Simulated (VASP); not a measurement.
# Be (Im-3m) in VASP: a series of runs

Be is run at these levels: PBEsol, PBE; tasks: single point.

Program: VASP 6.6.1. These are calculated values, not measurements. Logs are shortened: lines on timing, memory, paths and dates and some standing lists are left out, and cuts for length are marked.

## Step 1: The cell of the first run

Symmetry: Im-3m, No. 229, cubic system. Conventional cell: a = 2.506 Å, b = 2.506 Å, c = 2.506 Å, α = 90.00°, β = 90.00°, γ = 90.00°. Be (site symmetry m-3m) has 14 Be at 2.17 to 2.51 Å within 2.9 Å.

## Step 2: Single point, PBEsol

The input, INCAR:

```
SYSTEM = Be
PREC     = Accurate       ! precision mode
ENCUT    = 520            ! plane-wave cutoff, eV
EDIFF    = 1E-6           ! SCF threshold, eV
ISMEAR   = 0              ! smearing method
SIGMA    = 0.1            ! smearing width, eV
LREAL    = .False.        ! projectors in reciprocal space
LASPH    = .True.         ! aspherical terms in the spheres
NELM     = 100            ! most SCF steps
ALGO     = Normal         ! electronic algorithm
ISIF     = 2              ! what is computed and relaxed
LWAVE    = .False.        ! write WAVECAR
LCHARG   = .False.        ! write CHGCAR
GGA      = PS             ! functional
NBANDS   = 7              ! bands
```

The input, KPOINTS:

```
regular mesh
0
Gamma
  15 15 15
  0 0 0
```

The input, POSCAR:

```
Be
1.0
   -1.2531209513      1.2531209513      1.2531209513
    1.2531209513     -1.2531209513      1.2531209513
    1.2531209513      1.2531209513     -1.2531209513
Be
1
Direct
    0.0000000000      0.0000000000      0.0000000000
```

Potentials or basis: VASP PAW PBE potentials, release 64 (Be).

Run with:

```sh
$ cat potpaw_PBE.64/Be/POTCAR > POTCAR
$ mpirun -np 1 vasp_std > vasp.out
```

OUTCAR:

```text
SYSTEM = Be
   PREC = Accurate
   ENCUT = 520
   EDIFF = 1E-6
   ISMEAR = 0
   LREAL = .False.
   LASPH = .True.
   NELM = 100
   ISIF = 2
   GGA = PS

 ion  position               nearest neighbor table
   1  0.000  0.000  0.000-

  LATTYP: Found a body centered cubic cell.
 ALAT       =     2.5062419026

  Lattice vectors:

 A1 = (  -1.2531209513,   1.2531209513,   1.2531209513)
 A2 = (   1.2531209513,  -1.2531209513,   1.2531209513)
 A3 = (   1.2531209513,   1.2531209513,  -1.2531209513)

Analysis of symmetry for initial positions (statically):
=====================================================================
 Subroutine PRICEL returns:
 Original cell was already a primitive cell.

 Routine SETGRP: Setting up the symmetry group for a
 body centered cubic supercell.

 Subroutine GETGRP returns: Found 48 space group operations
 (whereof 48 operations were pure point group operations)
 out of a pool of 48 trial point group operations.

The static configuration has the point symmetry O_h .

Analysis of symmetry for dynamics (positions and initial velocities):
=====================================================================
 Subroutine PRICEL returns:
 Original cell was already a primitive cell.

 Routine SETGRP: Setting up the symmetry group for a
 body centered cubic supercell.

 Subroutine GETGRP returns: Found 48 space group operations
 (whereof 48 operations were pure point group operations)
 out of a pool of 48 trial point group operations.

The dynamic configuration has the point symmetry O_h .

 Subroutine INISYM returns: Found 48 space group operations
 (whereof 48 operations are pure point group operations),
 and found     1 'primitive' translations

----------------------------------------------------------------------------------------

                                     Primitive cell

  volume of cell :       7.8712

  direct lattice vectors                    reciprocal lattice vectors
    -1.253120951  1.253120951  1.253120951     0.000000000  0.399003783  0.399003783
     1.253120951 -1.253120951  1.253120951     0.399003783  0.000000000  0.399003783
     1.253120951  1.253120951 -1.253120951     0.399003783  0.399003783  0.000000000

  length of vectors
     2.170469156  2.170469156  2.170469156     0.564276561  0.564276561  0.564276561

  position of ions in fractional coordinates (direct lattice)
     0.000000000  0.000000000  0.000000000

  ion indices of the primitive-cell ions
   primitive index   ion index
[... 74 lines left out ...]
   LREAL  =      F    real-space projection
   EDIFFG = 0.1E-04   stopping-criterion for IOM
   NSW    =      0    number of steps for IOM
   IBRION =     -1    ionic relax: 0-MD 1-quasi-New 2-CG
   NFREE  =      0    steps in history (QN), initial steepest desc. (CG)
   ISIF   =      2    stress and relaxation
   ISYM   =      2    0-nonsym 1-usesym 2-fastsym
   POTIM  = 0.5000    time-step for ionic-motion
   TEBEG  =    0.0;   TEEND  =   0.0 temperature during run
   PSTRESS=    0.0 pullay stress
   NELECT =       2.0000    total number of electrons
   NUPDOWN=      -1.0000    fix difference up-down
   EMIN   =  10.00;   EMAX   =-10.00  energy-range for DOS
   EFERMI =   0.00;   METHOD = LEGACY
   ISMEAR =     0;   SIGMA  =   0.10  broadening in eV -4-tet -1-fermi 0-gaus
   EFERMI_NEDOS =   21; number of points for ismear=-14 and -15
   IALGO  =     38    algorithm
   IMIX   =      4    mixing-type and parameters
     AMIX     =   0.40;   BMIX     =  1.00
     AMIX_MAG =   1.60;   BMIX_MAG =  1.00
  volume/ion in A,a.u.               =       7.87        53.12
  Fermi-wavevector in a.u.,A,eV,Ry     =   1.036904  1.959464 14.628572  1.075170
  Thomas-Fermi vector in A             =   2.171317
   LORBIT       =      0    0 simple, 1 ext, 2 COOP (PROOUT), +10 PAW based schemes
   GGA     = PS    functional components
   LHFCALC =     F    Hartree Fock is set to
   AEXX    =    0.0000 exact exchange contribution
   IVDW    =     0    specifies the selected vdW correction
   LEPSILON=     F    determine dielectric tensor
   LRPA    =     F    only Hartree local field effects (RPA)
 non-spin polarized calculation
 Gauss-broadening in eV      SIGMA  =   0.10
  energy-cutoff  :      520.00
  volume of cell :        7.87
 maximum number of plane-waves:       236
   NGX =  7   NGY =  7   NGZ =  7

 number of electron       2.0000000 magnetization

 Free energy of the ion-electron system (eV)
  ---------------------------------------------------
  ext. energy  EPLUGINS =         0.00000000
  ---------------------------------------------------
  free energy    TOTEN  =        -3.89833498 eV

  energy without entropy =       -3.89761840  energy(sigma->0) =       -3.89797669

 E-fermi :   7.8108     XC(G=0): -10.6281

 val. band max:        7.8041448841   @ k =   0.2667   0.2667   0.2000
 cond. band min:       7.9098709135   @ k =  -0.4000  -0.4000   0.1333
 fundamental gap:      0.1057260294
 Fermi energy:         7.8107991465

 k-point     1 :       0.0000    0.0000    0.0000
  band No.  band energies     occupation
      1      -4.3161      2.00000
      2      27.2594      0.00000
      3      27.2594      0.00000
      4      27.2594      0.00000
      5      38.6175      0.00000
      6      38.6175      0.00000
      7      38.6175      0.00000
[... 221 lines left out ...]
 k-point    24 :       0.4000    0.2000   -0.0000
  band No.  band energies     occupation
      1       4.0730      2.00000
      2       8.2697      0.00000
      3      15.5145      0.00000
      4      21.1362      0.00000
      5      34.5297      0.00000
      6      36.7461      0.00000
      7      41.8240      0.00000

 [... further k-points ...]

------------------------ aborting loop because EDIFF is reached ----------------------------------------

  FORCE on cell =-STRESS in cart. coord.  units (eV):
  Direction    XX          YY          ZZ          XY          YZ          ZX
  --------------------------------------------------------------------------------------
  -------------------------------------------------------------------------------------
  Total       -0.0775816     -0.0775816     -0.0775816     -0.0000000      0.0000000      0.0000000
  in kB      -15.7917579    -15.7917579    -15.7917579     -0.0000000      0.0000000      0.0000000
  external PRESSURE =     -15.7917579 kB  Pullay stress =       0.0000000 kB

 VOLUME and BASIS-vectors are now :
 -----------------------------------------------------------------------------
  energy-cutoff  :      520.00
  volume of cell :        7.87
      direct lattice vectors                 reciprocal lattice vectors
    -1.253120951  1.253120951  1.253120951     0.000000000  0.399003783  0.399003783
     1.253120951 -1.253120951  1.253120951     0.399003783  0.000000000  0.399003783
     1.253120951  1.253120951 -1.253120951     0.399003783  0.399003783  0.000000000

 POSITION                                       TOTAL-FORCE (eV/Angst)
 -----------------------------------------------------------------------------------
      0.00000      0.00000      0.00000         0.000000      0.000000      0.000000
 -----------------------------------------------------------------------------------
    total drift:                               -0.000000     -0.000000     -0.000000

  FREE ENERGIE OF THE ION-ELECTRON SYSTEM (eV)
  ---------------------------------------------------
  free  energy   TOTEN  =        -3.8983349836 eV

  energy  without entropy=       -3.8976184045  energy(sigma->0) =       -3.89797669
```

OSZICAR:

```text
N       E                     dE             d eps       ncg     rms          rms(c)
DAV:   1    -0.267209613714E+01   -0.26721E+01   -0.11469E+03  1827   0.237E+02
DAV:   2    -0.390952617639E+01   -0.12374E+01   -0.11823E+01  2324   0.254E+01
DAV:   3    -0.391173486253E+01   -0.22087E-02   -0.22072E-02  1918   0.935E-01
DAV:   4    -0.391173522887E+01   -0.36635E-06   -0.36626E-06  2492   0.119E-02
DAV:   5    -0.391173522933E+01   -0.45659E-09   -0.26987E-10  1988   0.558E-05    0.807E-01
DAV:   6    -0.390215641735E+01    0.95788E-02   -0.66420E-04  1799   0.282E-01    0.492E-01
DAV:   7    -0.389834267112E+01    0.38137E-02   -0.71559E-04  1771   0.289E-01    0.161E-02
DAV:   8    -0.389833443047E+01    0.82407E-05   -0.17188E-06  2002   0.125E-02    0.335E-03
DAV:   9    -0.389833498363E+01   -0.55316E-06   -0.16195E-07  1652   0.230E-03
   1 F= -.38983350E+01 E0= -.38979767E+01  d E =-.716579E-03
```

It took 2.1 s on 1 thread of Intel Xeon Platinum 8488C (Sapphire Rapids), shared host; peak memory 0.11 GiB.

Results:

```
Free energy            : -3.8983 eV
Pressure               : -1.6 GPa
Band gap on the k mesh : zero (band 1 reaches 10.95 eV, above the bottom of band 2 at 6.54 eV)
```

Levels at points of the mesh, in eV from the Fermi level:
```tsv
k point	band 1	band 2	band 3	band 4
(0.00, 0.00, 0.00)	-12.13	19.45	19.45	19.45
```

Caveat: the PAW data sets were made with another functional, which shifts forces and pressure a little.

## Step 3: Single point, PBE

The input, INCAR:

```
SYSTEM = Be
PREC = Accurate ; ENCUT = 520
EDIFF = 1E-6 ; ISMEAR = -5
SIGMA = 0.05 ; LREAL = .FALSE.
LASPH = .TRUE. ; NELM = 80
ALGO = Normal ; ISIF = 2
LWAVE = .FALSE. ; LCHARG = .FALSE.
GGA = PE ; NBANDS = 7
```

The input, KPOINTS:

```
Automatic mesh
0
G
  15 15 15
  0 0 0
```

POSCAR is that of step 2.

Potentials or basis: VASP PAW PBE potentials, release 64 (Be).

Run with:

```sh
$ cat potpaw_PBE.64/Be/POTCAR > POTCAR
$ mpirun -np 1 vasp_std > vasp.out
```

Wall time 3 s (1 thread of Intel Xeon Platinum 8488C (Sapphire Rapids), shared host); peak memory 0.11 GiB.

It converged, with:

```yaml
Free_energy: -3.6670 eV
Pressure: -0.7 GPa
Band_gap_on_the_k_mesh: zero (band 1 reaches 10.98 eV, above the bottom of band 2 at 6.57 eV)
```

Levels at points of the mesh, in eV from the Fermi level:
```tsv
k point	band 1	band 2	band 3	band 4	band 5
(0.00, 0.00, 0.00)	-12.37	19.21	19.21	19.21	30.56
```

Caveat: tetrahedron occupations give inexact forces and stress in metals.
